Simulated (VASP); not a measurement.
A run of VASP 6.6.1 is set up as follows.

INCAR

```
PREC = Accurate ; ENCUT = 520
EDIFF = 1E-6 ; ISMEAR = 0
SIGMA = 0.15 ; LREAL = False
LASPH = True ; NELM = 100
ALGO = Normal ; ISIF = 2
LWAVE = False ; LCHARG = False
GGA = PS ; NBANDS = 16
```

The input KPOINTS:

```
Automatic mesh
0
Gamma
  16 16 16
```

File POSCAR:

```
ZrS
1.0
    0.0000000000      2.5920309953      2.7040203745
    2.4540786804      0.0000000000      2.7040203745
    2.4540786804      2.5920309953      0.0000000000
Zr S
1 1
Direct
    0.0000000000      0.0000000000      0.0000000000
    0.5000000000      0.5000000000      0.5000000000
```

Potentials or basis: VASP PAW PBE potentials, release 64 (Zr_sv, S).

Launch:

```sh
$ cat potpaw_PBE.64/Zr_sv/POTCAR potpaw_PBE.64/S/POTCAR > POTCAR
$ mpirun -np 1 vasp_std > vasp.out
```

(1) Estimate the band gap on the k mesh.

(2) Predict the pressure.

## Answers

(1) zero (bands 9 and 10 overlap by 3.05 eV).

(2) 3.5 GPa.

Caveat: the cell differs from its parent crystal (strain +e along x and -e along y -0.0267, strain +e along z and -e/2 along x and y +0.0467); the stress differs along the axes, from -10 to 21 GPa; the PAW data sets were made with another functional, which shifts forces and pressure a little.
